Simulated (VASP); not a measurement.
Write the native input for VASP 6.6.1 that does the following.

| Quantity | Value |
| --- | --- |
| Task | single point |
| Functional | PBEsol |
| Potentials or basis | VASP PAW PBE potentials, release 64 (Ti_sv, Nb_sv, B) |
| Cutoff | 520 eV |
| k mesh | 9 × 9 × 4 |
| Occupations | fermi-dirac, width 0.1 eV |
| Spin | no spin polarisation |
| Dipole correction | no |
| Further INCAR settings | ALGO = Normal; EDIFF = 1e-07; NBANDS = 28 |

The structure of TiNbB4 lies in POSCAR:

```
TiNbB4
1.0
    3.0710610000      0.0000000000      0.0000000000
   -1.5355300000      2.6596170000      0.0000000000
    0.0000000000      0.0000000000      6.5652920000
Ti Nb B
1 1 4
Direct
    0.0000000000      0.0000000000      0.5000000000
    0.0000000000      0.0000000000      0.0000000000
    0.3333330000      0.6666670000      0.7407690000
    0.3333330000      0.6666670000      0.2592310000
    0.6666670000      0.3333330000      0.7407690000
    0.6666670000      0.3333330000      0.2592310000
```

One way to write it, as run:

INCAR

```
SYSTEM = TiNbB4
PREC = Accurate
ENCUT = 520
EDIFF = 1E-7
ISMEAR = -1
SIGMA = 0.1
LREAL = .FALSE.
LASPH = .TRUE.
NELM = 100
ALGO = Normal
ISIF = 2
LWAVE = .FALSE.
LCHARG = .FALSE.
GGA = PS
NBANDS = 28
```

KPOINTS

```
regular mesh
0
G
  9 9 4
  0 0 0
```

Potentials or basis: VASP PAW PBE potentials, release 64 (Ti_sv, Nb_sv, B).

Run with:

```sh
$ cat potpaw_PBE.64/Ti_sv/POTCAR potpaw_PBE.64/Nb_sv/POTCAR potpaw_PBE.64/B/POTCAR > POTCAR
$ mpirun -np 1 vasp_std > vasp.out
```

It gave:

The pressure is -6.2 GPa and the largest force is 0.104 eV/Å.

Caveat: the PAW data sets were made with another functional, which shifts forces and pressure a little.

Wall time 91 s on 1 thread of Intel Xeon 8259CL, with other jobs on the host, peak memory 0.2 GiB.
